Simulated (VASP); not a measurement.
Write the native input for VASP 6.6.1 that does the following.

| Property | Result |
| --- | --- |
| Task | relaxation of cell and atoms |
| Functional | PBE |
| Potentials or basis | VASP PAW PBE potentials, release 64 (B, C) |
| Cutoff | 600 eV |
| k mesh | 18 × 18 × 18 |
| Occupations | gaussian, width 0.1 eV |
| Spin | no spin polarisation |
| Dipole correction | no |
| Further INCAR settings | ALGO = Normal; EDIFF = 1e-06; IBRION = 2; EDIFFG = -0.01; NSW = 100; ISIF = 3 |

The structure of B3C lies in POSCAR:

```
B3C
1.0
   -1.8449871737      1.8449871737      1.8449871737
    1.8449871737     -1.8449871737      1.8449871737
    1.8449871737      1.8449871737     -1.8449871737
B C
3 1
Direct
    0.0000000000      0.5000000000      0.5000000000
    0.5000000000      0.0000000000      0.5000000000
    0.5000000000      0.5000000000      0.0000000000
    0.0000000000      0.0000000000      0.0000000000
```

One way to write it, as run:

INCAR

```
ALGO = Normal ; EDIFF = 1E-6
EDIFFG = -0.01 ; ENCUT = 600
GGA = PE ; IBRION = 2
ISIF = 3 ; ISMEAR = 0
LASPH = T ; LCHARG = F
LREAL = F ; LWAVE = F
NELM = 80 ; NSW = 100
PREC = Accurate ; SIGMA = 0.1
```

KPOINTS

```
k-points
0
Gamma
  18 18 18
```

Potentials or basis: VASP PAW PBE potentials, release 64 (B, C).

Run with:

```console
$ cat potpaw_PBE.64/B/POTCAR potpaw_PBE.64/C/POTCAR > POTCAR
$ mpirun -np 1 vasp_std > vasp.out
```

It gave:

The relaxed volume is 6.29 Å³/atom. The relaxed cell is a = 3.198 Å, b = 3.198 Å, c = 3.198 Å, α = 109.47°, β = 109.47°, γ = 109.47° and the space group after relaxing (to 0.05 Å) is Im-3m (No. 229). The energy gained by relaxing is 0.0 meV/atom. The ionic steps are 2 and the pressure after relaxing is -0.2 GPa.

It took 2.4 min on 1 thread of AMD EPYC 7R13, with other jobs on the host, peak memory 0.17 GiB.
